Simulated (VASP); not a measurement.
# TaSi2 (C2) in VASP: notebook

TaSi2 is run at these levels: PBE; tasks: single point.

Everything below comes from runs of VASP 6.6.1. Logs are shortened: lines on timing, memory, paths and dates and some standing lists are left out, and cuts for length are marked.

## Step 1: The cell of the first run

It takes space group C2 (No. 5, monoclinic). The conventional cell has a = 4.806 Å, b = 8.324 Å, c = 13.273 Å, α = 90.00°, β = 96.24°, γ = 90.00°. Ta (site symmetry 1) has 3 Ta at 2.40 to 3.26 Å and 10 Si at 2.62 to 3.02 Å within 3.3 Å. Ta (site symmetry 1) has 10 Si at 2.62 to 2.84 Å and 4 Ta at 3.26 Å within 3.5 Å. Ta (site symmetry 1) has 10 Si at 2.62 to 2.84 Å and 4 Ta at 3.26 Å within 3.5 Å. Within 3.2 Å of Si (site symmetry 1) lie 7 Si at 2.36 to 3.18 Å and 5 Ta at 2.62 to 3.02 Å. Within 3.4 Å of Si (site symmetry 1) lie 9 Si at 2.57 to 3.34 Å and 5 Ta at 2.62 to 2.84 Å. Within 3.4 Å of Si (site symmetry 1) lie 9 Si at 2.57 to 3.34 Å and 5 Ta at 2.62 to 2.84 Å. Within 3.2 Å of Si (site symmetry 1) lie 7 Si at 2.45 to 3.18 Å and 5 Ta at 2.62 to 2.96 Å. Si (site symmetry 1) has 9 Si at 2.57 to 3.34 Å and 5 Ta at 2.62 to 2.84 Å within 3.4 Å.

## Step 2: Single point, PBE (the part above a cut slid along it)

The input, INCAR:

```
  PREC = Accurate
  ENCUT = 520
  EDIFF = 1E-6
  ISMEAR = 0
  SIGMA = 0.15
  LREAL = Auto
  LASPH = T
  NELM = 100
  ALGO = Fast
  ISIF = 2
  LWAVE = F
  LCHARG = T
  GGA = PE
  LELF = T
  LVHAR = T
  NBANDS = 72
```

The input, KPOINTS:

```
Automatic mesh
0
Gamma
  9 9 3
```

The input, POSCAR:

```
TaSi2
1.0
   -4.8057071671      0.0000000000      0.0000000000
   -2.4028535835     -4.1618644899      0.0000000000
   -0.7208560751     -1.2485593470     13.1946946197
Ta Si
6 12
Direct
    0.5000000000      0.9749950000      0.0833500000
    0.5000000000      0.8249950000      0.5833500000
    0.0000000000      0.4249950000      0.2500166667
    0.0000000000      0.2749950000      0.7500166667
    0.5000000000      0.2249950000      0.9166833333
    0.5000000000      0.3749950000      0.4166833333
    0.1589210529      0.6571528943      0.0833500000
    0.1589210529      0.5071528943      0.5833500000
    0.3178421057      0.7660739471      0.2500166667
    0.3178421057      0.6160739471      0.7500166667
    0.1589210529     -0.1160839471      0.9166833333
    0.1589210529      0.0339160529      0.4166833333
    0.8410789471      0.2928371057      0.0833500000
    0.8410789471      0.1428371057      0.5833500000
    0.6821578943      0.0839160529      0.2500166667
    0.6821578943     -0.0660839471      0.7500166667
    0.8410789471      0.5660739471      0.9166833333
    0.8410789471      0.7160739471      0.4166833333
```

Potentials or basis: VASP PAW PBE potentials, release 64 (Ta_pv, Si).

The run is started by

```console
$ cat potpaw_PBE.64/Ta_pv/POTCAR potpaw_PBE.64/Si/POTCAR > POTCAR
$ mpirun -np 1 vasp_std > vasp.out
```

OUTCAR:

```text
PREC = Accurate
   ENCUT = 520
   EDIFF = 1E-6
   ISMEAR = 0
   LREAL = Auto
   LASPH = T
   NELM = 100
   ISIF = 2
   GGA = PE

 ion  position               nearest neighbor table
   1  0.500  0.975  0.083-   5 2.40   9 2.62  15 2.62  13 2.74   7 2.74   7 2.74  13 2.74  13 2.84
                             7 2.84  17 2.96  11 3.02   3 3.26   3 3.26
   2  0.500  0.825  0.583-  18 2.62  12 2.62  10 2.62  16 2.62   8 2.74  14 2.74   8 2.74  14 2.74
                            14 2.84   8 2.84   6 3.26   4 3.26   4 3.26   6 3.26
   3  0.000  0.425  0.250-  18 2.62  12 2.62   7 2.62  13 2.62   9 2.74  15 2.74  15 2.74   9 2.74
                            15 2.84   9 2.84   6 3.26   6 3.26   1 3.26   1 3.26
   4  0.000  0.275  0.750-  17 2.62  11 2.62   8 2.62  14 2.62  16 2.74  10 2.74  10 2.74  16 2.74
                            16 2.84  10 2.84   5 3.26   5 3.26   2 3.26   2 3.26
   5  0.500  0.225  0.917-   1 2.40  16 2.62  10 2.62  11 2.74  17 2.74  17 2.74  11 2.74  11 2.84
                            17 2.84  13 2.96   7 3.02   4 3.26   4 3.26
   6  0.500  0.375  0.417-  15 2.62   9 2.62   8 2.62  14 2.62  12 2.74  18 2.74  18 2.74  12 2.74
                            12 2.84  18 2.84   3 3.26   3 3.26   2 3.26   2 3.26
   7  0.159  0.657  0.083-  11 2.36   9 2.57   3 2.62  13 2.65   1 2.74   1 2.74   1 2.84  13 2.84
                            13 2.84  17 2.94   5 3.02
   8  0.159  0.507  0.583-  10 2.57  18 2.57   6 2.62   4 2.62  14 2.65   2 2.74   2 2.74   2 2.84
                            14 2.84  14 2.84
   9  0.318  0.766  0.250-  12 2.57   7 2.57   6 2.62   1 2.62  15 2.65   3 2.74   3 2.74   3 2.84
                            15 2.84  15 2.84
  10  0.318  0.616  0.750-  11 2.57   8 2.57   5 2.62   2 2.62  16 2.65   4 2.74   4 2.74   4 2.84
                            16 2.84  16 2.84
  11  0.159  0.884  0.917-   7 2.36  10 2.57   4 2.62  17 2.65   5 2.74   5 2.74   5 2.84  17 2.84
                            17 2.84  13 2.94   1 3.02
  12  0.159  0.034  0.417-   9 2.57  14 2.57   3 2.62   2 2.62  18 2.65   6 2.74   6 2.74   6 2.84
                            18 2.84  18 2.84
  13  0.841  0.293  0.083-  17 2.45  15 2.57   3 2.62   7 2.65   1 2.74   1 2.74   1 2.84   7 2.84
                             7 2.84  11 2.94   5 2.96
  14  0.841  0.143  0.583-  16 2.57  12 2.57   6 2.62   4 2.62   8 2.65   2 2.74   2 2.74   2 2.84
                             8 2.84   8 2.84
  15  0.682  0.084  0.250-  18 2.57  13 2.57   6 2.62   1 2.62   9 2.65   3 2.74   3 2.74   3 2.84
                             9 2.84   9 2.84
  16  0.682  0.934  0.750-  17 2.57  14 2.57   5 2.62   2 2.62  10 2.65   4 2.74   4 2.74   4 2.84
                            10 2.84  10 2.84
  17  0.841  0.566  0.917-  13 2.45  16 2.57   4 2.62  11 2.65   5 2.74   5 2.74   5 2.84  11 2.84
                            11 2.84   7 2.94   1 2.96
  18  0.841  0.716  0.417-  15 2.57   8 2.57   3 2.62   2 2.62  12 2.65   6 2.74   6 2.74   6 2.84
                            12 2.84  12 2.84

  LATTYP: Found a base centered monoclinic cell.
 ALAT       =     4.8057071671
 B/A-ratio  =     1.7320508076
 C/A-ratio  =     2.7619712288
 COS(beta)  =    -0.1086180757

  Lattice vectors:

 A1 = (   4.8057071671,   0.0000000000,   0.0000000000)
 A2 = (  -2.4028535836,   4.1618644899,   0.0000000000)
 A3 = (  -0.7208560751,  -1.2485593470,  13.1946946197)

Analysis of symmetry for initial positions (statically):
=====================================================================
 Subroutine PRICEL returns:
 Original cell was already a primitive cell.

 Routine SETGRP: Setting up the symmetry group for a
 base centered monoclinic supercell.

 Subroutine GETGRP returns: Found  2 space group operations
 (whereof  1 operations were pure point group operations)
 out of a pool of  4 trial point group operations.

The static configuration has the point symmetry C_1 .
 The point group associated with its full space group is C_2 .

Analysis of symmetry for dynamics (positions and initial velocities):
=====================================================================
 Subroutine PRICEL returns:
 Original cell was already a primitive cell.

 Routine SETGRP: Setting up the symmetry group for a
 base centered monoclinic supercell.

 Subroutine GETGRP returns: Found  2 space group operations
 (whereof  1 operations were pure point group operations)
 out of a pool of  4 trial point group operations.

The dynamic configuration has the point symmetry C_1 .
 The point group associated with its full space group is C_2 .

 Subroutine INISYM returns: Found  2 space group operations
[... 65 lines left out ...]

 Generating k-lattice:

  Cartesian coordinates                     Fractional coordinates (reciprocal lattice)
    -0.023120658  0.013348718 -0.000000000     0.111111111  0.000000000  0.000000000
     0.000000000 -0.026697436 -0.002526268     0.000000000  0.111111111 -0.000000000
     0.000000000  0.000000000  0.025262679     0.000000000  0.000000000  0.333333333

  Length of vectors
     0.026697436  0.026816695  0.025262679

  Shift w.r.t. Gamma in fractional coordinates (k-lattice)
     0.000000000  0.000000000  0.000000000

 Subroutine IBZKPT returns following result:
 ===========================================

 Found     70 irreducible k-points:

 Following reciprocal coordinates:
            Coordinates               Weight
  0.000000  0.000000  0.000000      1.000000
  0.111111 -0.000000 -0.000000      2.000000
  0.222222 -0.000000 -0.000000      2.000000
  0.333333 -0.000000 -0.000000      2.000000
  0.444444 -0.000000 -0.000000      2.000000
  0.000000  0.111111  0.000000      4.000000
[... 16 lines left out ...]
  0.222222  0.444444  0.000000      2.000000
 -0.444444  0.444444  0.000000      4.000000
 [... further k-points ...]
   k-points           NKPTS =     70   k-points in BZ     NKDIM =     70   number of bands    NBANDS=     72
   number of dos      NEDOS =    301   number of ions     NIONS =     18
   total plane-waves  NPLWV = 129600
   dimension x,y,z NGX =    36 NGY =   36 NGZ =  100
   dimension x,y,z NGXF=    72 NGYF=   72 NGZF=  200
   ions per type =               6  12
   NGX,Y,Z   is equivalent  to a cutoff of  12.45, 12.45, 12.52 a.u.
   NGXF,Y,Z  is equivalent  to a cutoff of  24.91, 24.91, 25.05 a.u.
 SYSTEM =  unknown system
   PREC   = accura    normal or accurate (medium, high low for compatibility)
   ISTART =      0    job   : 0-new  1-cont  2-samecut
   ICHARG =      2    charge: 1-file 2-atom 10-const
   ISPIN  =      1    spin polarized calculation?
   LNONCOLLINEAR =      F non collinear calculations
   LSORBIT =      F    spin-orbit coupling
   LASPH  =      T    aspherical Exc in radial PAW
   ENCUT  =  520.0 eV  38.22 Ry    6.18 a.u.   8.94  8.94 24.68*2*pi/ulx,y,z
   NELM   =    100;   NELMIN=  2; NELMDL= -5     # of ELM steps
   EDIFF  = 0.1E-05   stopping-criterion for ELM
   LREAL  =      T    real-space projection
   EDIFFG = 0.1E-04   stopping-criterion for IOM
   NSW    =      0    number of steps for IOM
   IBRION =     -1    ionic relax: 0-MD 1-quasi-New 2-CG
   NFREE  =      0    steps in history (QN), initial steepest desc. (CG)
   ISIF   =      2    stress and relaxation
   ISYM   =      2    0-nonsym 1-usesym 2-fastsym
   POTIM  = 0.5000    time-step for ionic-motion
   TEBEG  =    0.0;   TEEND  =   0.0 temperature during run
   PSTRESS=    0.0 pullay stress
   NELECT =     114.0000    total number of electrons
   NUPDOWN=      -1.0000    fix difference up-down
   EMIN   =  10.00;   EMAX   =-10.00  energy-range for DOS
   EFERMI =   0.00;   METHOD = LEGACY
   ISMEAR =     0;   SIGMA  =   0.15  broadening in eV -4-tet -1-fermi 0-gaus
   EFERMI_NEDOS =   21; number of points for ismear=-14 and -15
   IALGO  =     68    algorithm
   IMIX   =      4    mixing-type and parameters
     AMIX     =   0.40;   BMIX     =  1.00
     AMIX_MAG =   1.60;   BMIX_MAG =  1.00
  volume/ion in A,a.u.               =      14.66        98.94
  Fermi-wavevector in a.u.,A,eV,Ry     =   1.237547  2.338624 20.837619  1.531522
  Thomas-Fermi vector in A             =   2.372109
   LORBIT       =      0    0 simple, 1 ext, 2 COOP (PROOUT), +10 PAW based schemes
   GGA     = PE    functional components
   LHFCALC =     F    Hartree Fock is set to
   AEXX    =    0.0000 exact exchange contribution
   IVDW    =     0    specifies the selected vdW correction
   LEPSILON=     F    determine dielectric tensor
   LRPA    =     F    only Hartree local field effects (RPA)
 non-spin polarized calculation
 RMM-DIIS sequential band-by-band and
 Gauss-broadening in eV      SIGMA  =   0.15
  energy-cutoff  :      520.00
  volume of cell :      263.90
 maximum number of plane-waves:      7148
   NGX = 17   NGY = 17   NGZ = 49

 number of electron     114.0000005 magnetization

 Free energy of the ion-electron system (eV)
  ---------------------------------------------------
  ext. energy  EPLUGINS =         0.00000000
  ---------------------------------------------------
  free energy    TOTEN  =      -141.01961014 eV

  energy without entropy =     -140.94908548  energy(sigma->0) =     -140.98434781

 E-fermi :   9.1808     XC(G=0): -12.0103

 val. band max:        9.1762752029   @ k =   0.1111   0.4444   0.0000
 cond. band min:       9.1819324565   @ k =   0.3333  -0.3333   0.3333
 fundamental gap:      0.0056572536
 Fermi energy:         9.1808139146

 k-point     1 :       0.0000    0.0000    0.0000
  band No.  band energies     occupation
      1     -25.7754      2.00000
      2     -25.2284      2.00000
      3     -25.2002      2.00000
      4     -25.1889      2.00000
      5     -25.1653      2.00000
      6     -25.1440      2.00000
[... 1717 lines left out ...]
     68      11.7192      0.00000
     69      11.8440      0.00000

 [... further k-points ...]

 [bands above 69 left out]

------------------------ aborting loop because EDIFF is reached ----------------------------------------

  FORCE on cell =-STRESS in cart. coord.  units (eV):
  Direction    XX          YY          ZZ          XY          YZ          ZX
  --------------------------------------------------------------------------------------
  -------------------------------------------------------------------------------------
  Total       -0.1391179      2.9726942     13.4369225      2.6949084      3.2865293      1.8974788
  in kB       -0.8445960     18.0474663     81.5766396     16.3610059     19.9527843     11.5197466
  external PRESSURE =      32.9265033 kB  Pullay stress =       0.0000000 kB

 VOLUME and BASIS-vectors are now :
 -----------------------------------------------------------------------------
  energy-cutoff  :      520.00
  volume of cell :      263.90
      direct lattice vectors                 reciprocal lattice vectors
    -4.805707167  0.000000000  0.000000000    -0.208085921  0.120138462 -0.000000000
    -2.402853583 -4.161864490  0.000000000     0.000000000 -0.240276925 -0.022736411
    -0.720856075 -1.248559347 13.194694620     0.000000000  0.000000000  0.075788037

 POSITION                                       TOTAL-FORCE (eV/Angst)
 -----------------------------------------------------------------------------------
     -4.80571     -4.16186      1.09978         1.598427      1.988445      4.444092
     -4.80571     -4.16186      7.69713         0.001520     -0.024939      0.044392
     -1.20143     -2.08093      3.29889        -0.253958     -0.067239      0.088501
     -1.20143     -2.08093      9.89624        -0.068748      0.253554     -0.088501
     -3.60428     -2.08093     12.09536        -0.922831     -2.378501     -4.444092
     -3.60428     -2.08093      5.49801         0.022358      0.011154     -0.044392
[... 10 lines left out ...]
     -6.06297     -3.50046     12.09536         0.523563     -0.363596      0.369933
     -6.06297     -3.50046      5.49801         0.037978     -0.028139      0.019803
 -----------------------------------------------------------------------------------
    total drift:                               -0.001631      0.000947     -0.000005

  FREE ENERGIE OF THE ION-ELECTRON SYSTEM (eV)
  ---------------------------------------------------
  free  energy   TOTEN  =      -141.0196101387 eV

  energy  without entropy=     -140.9490854774  energy(sigma->0) =     -140.98434781
```

Wall time 63 min (1 thread of Oxide Virtual Turin-like, shared host); peak memory 0.85 GiB.

Results:

```yaml
Free_energy: -141.0196 eV
Pressure: 3.3 GPa
Largest_force: 5.124 eV/Å
Band_gap_on_the_k_mesh: zero (bands 57 and 58 overlap by 0.68 eV)
```

Forces on the atoms (eV/Å):
```
Ta   1.598  1.988  4.444
Ta   0.002 -0.025  0.044
Ta  -0.254 -0.067  0.089
Ta  -0.069  0.254 -0.089
Ta  -0.923 -2.379 -4.444
Ta   0.022  0.011 -0.044
Si  -0.511  0.989  0.512
Si  -0.005  0.039 -0.039
Si  -0.218 -0.108  0.005
Si  -0.016  0.242 -0.005
Si  -1.112 -0.052 -0.512
Si  -0.037 -0.016  0.039
Si   0.577 -0.272 -0.370
Si   0.043 -0.019 -0.020
Si   0.179 -0.081  0.151
Si   0.159 -0.115 -0.151
Si   0.524 -0.364  0.370
Si   0.038 -0.028  0.020
```

Stress tensor (GPa, compression positive):
```
-0.08  1.64  1.15
 1.64  1.80  2.00
 1.15  2.00  8.16
```

Levels at points of the mesh, in eV from the Fermi level:
| k point | band 55 | band 56 | band 57 | band 58 | band 59 | band 60 |
| --- | --- | --- | --- | --- | --- | --- |
| (0.00, 0.00, 0.00) | -1.58 | -0.75 | -0.48 | -0.15 | 0.51 | 1.09 |

Caveat: the cell differs from its parent crystal (the part above a cut slid along it); the stress differs along the axes, from -0 to 8 GPa; spin-orbit coupling is left out, which moves the levels of the heavy elements; forces of over 1 eV/Å act on the atoms, so gaps and moduli don't describe the material at rest.

[end of part 1 of 2]
